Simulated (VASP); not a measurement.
# Mg (P6_3/mmc) in VASP: a series of runs

The runs below take Mg through relaxation of shape and atoms at fixed volume, with PBE.

Everything below comes from runs of VASP 6.6.1. Logs are shortened: lines on timing, memory, paths and dates and some standing lists are left out, and cuts for length are marked.

## Step 1: The cell of the first run

The structure is hexagonal, space group P6_3/mmc (No. 194). Conventional cell: a = 3.240 Å, b = 3.240 Å, c = 5.195 Å, α = 90.00°, β = 90.00°, γ = 120.00°. Mg (site symmetry -6m2) has 12 Mg at 3.20 to 3.24 Å within 4.2 Å.

## Step 2: Relaxation of shape and atoms at fixed volume, PBE (volume scaled by 1.03)

INCAR

```
  ALGO = Fast
  EDIFF = 1E-7
  EDIFFG = -0.01
  ENCUT = 600
  GGA = PE
  IBRION = 2
  ISIF = 4
  ISMEAR = 0
  LASPH = T
  LCHARG = F
  LREAL = F
  LWAVE = F
  NELM = 80
  NSW = 50
  PREC = Accurate
  SIGMA = 0.1
```

KPOINTS

```
k-points
0
Gamma
  18 18 8
```

POSCAR

```
Mg
1.0
    3.2402357250      0.0000000000      0.0000000000
   -1.6201178625      2.8061264521      0.0000000000
    0.0000000000      0.0000000000      5.1951579555
Mg
2
Direct
    0.3333333333      0.6666666667      0.2500000000
    0.6666666667      0.3333333333      0.7500000000
```

Potentials or basis: VASP PAW PBE potentials, release 64 (Mg).

Run with:

```console
$ cat potpaw_PBE.64/Mg/POTCAR > POTCAR
$ mpirun -np 1 vasp_std > vasp.out
```

OUTCAR:

```text
EDIFF = 1E-7
   EDIFFG = -0.01
   ENCUT = 600
   GGA = PE
   IBRION = 2
   ISIF = 4
   ISMEAR = 0
   LASPH = T
   LREAL = F
   NELM = 80
   NSW = 50
   PREC = Accurate

 ion  position               nearest neighbor table
   1  0.333  0.667  0.250-   2 3.20   2 3.20   2 3.20   2 3.20   2 3.20   2 3.20
   2  0.667  0.333  0.750-   1 3.20   1 3.20   1 3.20   1 3.20   1 3.20   1 3.20

  LATTYP: Found a hexagonal cell.
 ALAT       =     3.2402357250
 C/A-ratio  =     1.6033271640

  Lattice vectors:

 A1 = (   3.2402357250,   0.0000000000,   0.0000000000)
 A2 = (  -1.6201178625,   2.8061264521,   0.0000000000)
 A3 = (   0.0000000000,   0.0000000000,   5.1951579555)

Analysis of symmetry for initial positions (statically):
=====================================================================
 Subroutine PRICEL returns:
 Original cell was already a primitive cell.

 Routine SETGRP: Setting up the symmetry group for a
 hexagonal supercell.

 Subroutine GETGRP returns: Found 24 space group operations
 (whereof 12 operations were pure point group operations)
 out of a pool of 24 trial point group operations.

The static configuration has the point symmetry D_3d.
 The point group associated with its full space group is D_6h.

Analysis of symmetry for dynamics (positions and initial velocities):
=====================================================================
 Subroutine PRICEL returns:
 Original cell was already a primitive cell.

 Routine SETGRP: Setting up the symmetry group for a
 hexagonal supercell.

 Subroutine GETGRP returns: Found 24 space group operations
 (whereof 12 operations were pure point group operations)
 out of a pool of 24 trial point group operations.

The dynamic configuration has the point symmetry D_3d.
 The point group associated with its full space group is D_6h.

 Subroutine INISYM returns: Found 24 space group operations
 (whereof 12 operations are pure point group operations),
 and found     1 'primitive' translations

----------------------------------------------------------------------------------------

                                     Primitive cell

  volume of cell :      47.2370

  direct lattice vectors                    reciprocal lattice vectors
     3.240235725  0.000000000  0.000000000     0.308619522  0.178181564  0.000000000
    -1.620117862  2.806126452  0.000000000     0.000000000  0.356363128  0.000000000
     0.000000000  0.000000000  5.195157956     0.000000000  0.000000000  0.192486929

  length of vectors
     3.240235725  3.240235725  5.195157956     0.356363128  0.356363128  0.192486929

  position of ions in fractional coordinates (direct lattice)
     0.333333333  0.666666667  0.250000000
     0.666666667  0.333333333  0.750000000

  ion indices of the primitive-cell ions
   primitive index   ion index
                 1           1
                 2           2

----------------------------------------------------------------------------------------

 KPOINTS: k-points

Automatic generation of k-mesh.
 Grid dimensions read from file:
 generate k-points for:   18   18    8

 Generating k-lattice:

  Cartesian coordinates                     Fractional coordinates (reciprocal lattice)
     0.017145529  0.009898976  0.000000000     0.055555556 -0.000000000  0.000000000
     0.000000000  0.019797952  0.000000000     0.000000000  0.055555556  0.000000000
     0.000000000  0.000000000  0.024060866     0.000000000  0.000000000  0.125000000

  Length of vectors
     0.019797952  0.019797952  0.024060866

  Shift w.r.t. Gamma in fractional coordinates (k-lattice)
     0.000000000  0.000000000  0.000000000

 Subroutine IBZKPT returns following result:
 ===========================================

 Found    185 irreducible k-points:

 Following reciprocal coordinates:
            Coordinates               Weight
  0.000000  0.000000  0.000000      1.000000
  0.055556  0.000000  0.000000      6.000000
  0.111111  0.000000  0.000000      6.000000
  0.166667  0.000000  0.000000      6.000000
  0.222222  0.000000  0.000000      6.000000
  0.277778  0.000000  0.000000      6.000000
[... 16 lines left out ...]
  0.333333  0.111111  0.000000     12.000000
  0.388889  0.111111  0.000000     12.000000
 [... further k-points ...]
   k-points           NKPTS =    185   k-points in BZ     NKDIM =    185   number of bands    NBANDS=      6
   number of dos      NEDOS =    301   number of ions     NIONS =      2
   total plane-waves  NPLWV =  32928
   dimension x,y,z NGX =    28 NGY =   28 NGZ =   42
   dimension x,y,z NGXF=    56 NGYF=   56 NGZF=   84
   ions per type =               2
   NGX,Y,Z   is equivalent  to a cutoff of  14.37, 14.37, 13.44 a.u.
   NGXF,Y,Z  is equivalent  to a cutoff of  28.73, 28.73, 26.88 a.u.
 SYSTEM =  unknown system
   PREC   = accura    normal or accurate (medium, high low for compatibility)
   ISTART =      0    job   : 0-new  1-cont  2-samecut
   ICHARG =      2    charge: 1-file 2-atom 10-const
   ISPIN  =      1    spin polarized calculation?
   LNONCOLLINEAR =      F non collinear calculations
   LSORBIT =      F    spin-orbit coupling
   LASPH  =      T    aspherical Exc in radial PAW
   ENCUT  =  600.0 eV  44.10 Ry    6.64 a.u.   6.47  6.47 10.38*2*pi/ulx,y,z
   NELM   =     80;   NELMIN=  2; NELMDL= -5     # of ELM steps
   EDIFF  = 0.1E-06   stopping-criterion for ELM
   LREAL  =      F    real-space projection
   EDIFFG = -.1E-01   stopping-criterion for IOM
   NSW    =     50    number of steps for IOM
   IBRION =      2    ionic relax: 0-MD 1-quasi-New 2-CG
   NFREE  =      1    steps in history (QN), initial steepest desc. (CG)
   ISIF   =      4    stress and relaxation
   ISYM   =      2    0-nonsym 1-usesym 2-fastsym
   POTIM  = 0.5000    time-step for ionic-motion
   TEBEG  =    0.0;   TEEND  =   0.0 temperature during run
   PSTRESS=    0.0 pullay stress
   NELECT =       4.0000    total number of electrons
   NUPDOWN=      -1.0000    fix difference up-down
   EMIN   =  10.00;   EMAX   =-10.00  energy-range for DOS
   EFERMI =   0.00;   METHOD = LEGACY
   ISMEAR =     0;   SIGMA  =   0.10  broadening in eV -4-tet -1-fermi 0-gaus
   EFERMI_NEDOS =   21; number of points for ismear=-14 and -15
   IALGO  =     68    algorithm
   IMIX   =      4    mixing-type and parameters
     AMIX     =   0.40;   BMIX     =  1.00
     AMIX_MAG =   1.60;   BMIX_MAG =  1.00
  volume/ion in A,a.u.               =      23.62       159.39
  Fermi-wavevector in a.u.,A,eV,Ry     =   0.718898  1.358520  7.031687  0.516814
  Thomas-Fermi vector in A             =   1.807955
   LORBIT       =      0    0 simple, 1 ext, 2 COOP (PROOUT), +10 PAW based schemes
   GGA     = PE    functional components
   LHFCALC =     F    Hartree Fock is set to
   AEXX    =    0.0000 exact exchange contribution
   IVDW    =     0    specifies the selected vdW correction
   LEPSILON=     F    determine dielectric tensor
   LRPA    =     F    only Hartree local field effects (RPA)
 conjugate gradient relaxation of ions
 non-spin polarized calculation
 RMM-DIIS sequential band-by-band and
 Gauss-broadening in eV      SIGMA  =   0.10
  energy-cutoff  :      600.00
  volume of cell :       47.24
 maximum number of plane-waves:      1611
 NGX is ok and might be reduce to    28
   NGX = 13   NGY = 13   NGZ = 21

 number of electron       4.0000000 magnetization

 Free energy of the ion-electron system (eV)
  ---------------------------------------------------
  ext. energy  EPLUGINS =         0.00000000
  ---------------------------------------------------
  free energy    TOTEN  =        -3.01055875 eV

  energy without entropy =       -3.00572818  energy(sigma->0) =       -3.00814346

 E-fermi :   2.4965     XC(G=0):  -8.4036

 val. band max:        2.4951954671   @ k =   0.3333   0.1111   0.1250
 cond. band min:       2.5162985026   @ k =   0.5000   0.0000   0.3750
 fundamental gap:      0.0211030355
 Fermi energy:         2.4965395048

 k-point     1 :       0.0000    0.0000    0.0000
  band No.  band energies     occupation
      1      -4.3233      2.00000
      2       0.9137      2.00000
      3       1.3587      2.00000
      4      13.1319      0.00000
      5      13.1331      0.00000
      6      13.1585      0.00000

 k-point     2 :       0.0556    0.0000    0.0000
  band No.  band energies     occupation
      1      -4.2642      2.00000
      2       0.9678      2.00000
      3       1.4163      2.00000
      4      11.7144      0.00000
      5      12.2956      0.00000
      6      13.0884      0.00000

 k-point     3 :       0.1111    0.0000    0.0000
  band No.  band energies     occupation
      1      -4.0870      2.00000
      2       1.1302      2.00000
      3       1.5883      2.00000
      4      10.0466      0.00000
      5      11.5445      0.00000
      6      12.3708      0.00000

 k-point     4 :       0.1667    0.0000    0.0000
  band No.  band energies     occupation
      1      -3.7924      2.00000
      2       1.4009      2.00000
      3       1.8717      2.00000
      4       8.4158      0.00000
      5      10.8940      0.00000
      6      11.5849      0.00000

 k-point     5 :       0.2222    0.0000    0.0000
  band No.  band energies     occupation
      1      -3.3814      2.00000
      2       1.7801      2.00000
      3       2.2592      1.99921
      4       6.8693      0.00000
      5      10.3443      0.00000
      6      10.7757      0.00000
[... 136 lines left out ...]
 k-point    21 :       0.2222    0.1111    0.0000
  band No.  band energies     occupation
      1      -2.6809      2.00000
      2       2.4305      1.64936
      3       2.8853      0.00000
      4       5.5898      0.00000
      5       7.4873      0.00000
      6      10.2617      0.00000

 k-point    22 :       0.2778    0.1111    0.0000
  band No.  band energies     occupation
      1      -2.0432      2.00000
      2       3.0270      0.00000
      3       3.2652      0.00000
      4       4.4426      0.00000
      5       7.0766      0.00000
      6       8.9199      0.00000

 k-point    23 :       0.3333    0.1111    0.0000
  band No.  band energies     occupation
      1      -1.2950      2.00000
      2       2.6536      0.02636
      3       3.7311      0.00000
      4       4.4693      0.00000
      5       6.7367      0.00000
      6       7.6755      0.00000

 k-point    24 :       0.3889    0.1111    0.0000
  band No.  band energies     occupation
      1      -0.4397      2.00000
      2       1.5658      2.00000
      3       4.5381      0.00000
      4       5.1280      0.00000
      5       6.3845      0.00000
      6       6.5423      0.00000

 [... further k-points ...]

------------------------ aborting loop because EDIFF is reached ----------------------------------------

  FORCE on cell =-STRESS in cart. coord.  units (eV):
  Direction    XX          YY          ZZ          XY          YZ          ZX
  --------------------------------------------------------------------------------------
  -------------------------------------------------------------------------------------
  Total       -0.3271474     -0.3271474     -0.3376533      0.0000000     -0.0000000      0.0000000
  in kB      -11.0961278    -11.0961278    -11.4524640      0.0000000     -0.0000000      0.0000000
  external PRESSURE =     -11.2149065 kB  Pullay stress =       0.0000000 kB

 VOLUME and BASIS-vectors are now :
 -----------------------------------------------------------------------------
  energy-cutoff  :      600.00
  volume of cell :       47.24
      direct lattice vectors                 reciprocal lattice vectors
     3.240235725  0.000000000  0.000000000     0.308619522  0.178181564  0.000000000
    -1.620117862  2.806126452  0.000000000     0.000000000  0.356363128  0.000000000
     0.000000000  0.000000000  5.195157956     0.000000000  0.000000000  0.192486929

 POSITION                                       TOTAL-FORCE (eV/Angst)
 -----------------------------------------------------------------------------------
     -0.00000      1.87075      1.29879         0.000000      0.000000      0.000000
      1.62012      0.93538      3.89637        -0.000000     -0.000000      0.000000
 -----------------------------------------------------------------------------------
    total drift:                                0.000000     -0.000000      0.000000

  FREE ENERGIE OF THE ION-ELECTRON SYSTEM (eV)
  ---------------------------------------------------
  free  energy   TOTEN  =        -3.0105587518 eV

  energy  without entropy=       -3.0057281764  energy(sigma->0) =       -3.00814346

 reached required accuracy - stopping structural energy minimisation
```

Run time: 37 s. Hardware: 1 thread of Intel Xeon 6975P-C, shared host; peak memory 0.23 GiB.

What came out:

| Quantity | Value |
| --- | --- |
| Free energy | -3.0106 eV |
| Pressure after relaxing | -1.1 GPa |
| Band gap on the k mesh | zero (band 2 reaches 3.51 eV, above the bottom of band 3 at 1.36 eV) |

Final structure:
```
Mg
1.0
     3.24024    0.00000    0.00000
    -1.62012    2.80613    0.00000
     0.00000    0.00000    5.19516
Mg
2
Direct
  0.33333 0.66667 0.25000
  0.66667 0.33333 0.75000
```

Caveat: the relaxation stopped at its first step, so nothing moved.

## Step 3: Relaxation of shape and atoms at fixed volume, PBE (volume scaled by 1.06)

INCAR

```
PREC = Accurate
ENCUT = 600
EDIFF = 1E-6
ISMEAR = 0
SIGMA = 0.1
LREAL = False
LASPH = True
NELM = 100
ALGO = Fast
ISIF = 4
LWAVE = False
LCHARG = False
GGA = PE
IBRION = 2
NSW = 50
EDIFFG = -0.01
```

KPOINTS

```
Automatic mesh
0
Gamma
  18 18 8
```

POSCAR

```
Mg
1.0
    3.2713937492      0.0000000000      0.0000000000
   -1.6356968746      2.8331100926      0.0000000000
    0.0000000000      0.0000000000      5.2451144620
Mg
2
Direct
    0.3333333333      0.6666666667      0.2500000000
    0.6666666667      0.3333333333      0.7500000000
```

Potentials or basis: VASP PAW PBE potentials, release 64 (Mg).

Run with:

```console
$ cat potpaw_PBE.64/Mg/POTCAR > POTCAR
$ mpirun -np 1 vasp_std > vasp.out
```

Wall time 38 s (1 thread of Intel Xeon 6975P-C, shared host); peak memory 0.23 GiB.

Results (log left out):

```
Free energy             : -2.9971 eV
Pressure after relaxing : -2.0 GPa
Band gap on the k mesh  : zero (band 2 reaches 3.37 eV, above the bottom of band 3 at 1.21 eV)
```

Final structure:
```
CELL_PARAMETERS angstrom
3.27139 0.00000 0.00000
-1.63570 2.83311 0.00000
0.00000 0.00000 5.24511
ATOMIC_POSITIONS crystal
Mg 0.33333 0.66667 0.25000
Mg 0.66667 0.33333 0.75000
```

Levels at points of the mesh, in eV from the Fermi level:
```tsv
k point	band 1	band 2	band 3	band 4	band 5	band 6
(0.00, 0.00, 0.00)	-6.70	-1.54	-1.14	10.44	10.47	10.47
(0.50, 0.00, 0.00)	-2.14	-2.08	2.59	3.01	3.20	3.58
(0.00, 0.00, 0.50)	-5.34	-5.34	5.04	5.04	11.22	11.22
(0.50, 0.00, 0.50)	-1.06	-1.06	-0.49	-0.49	7.63	7.69
```

Caveat: the relaxation stopped at its first step, so nothing moved.
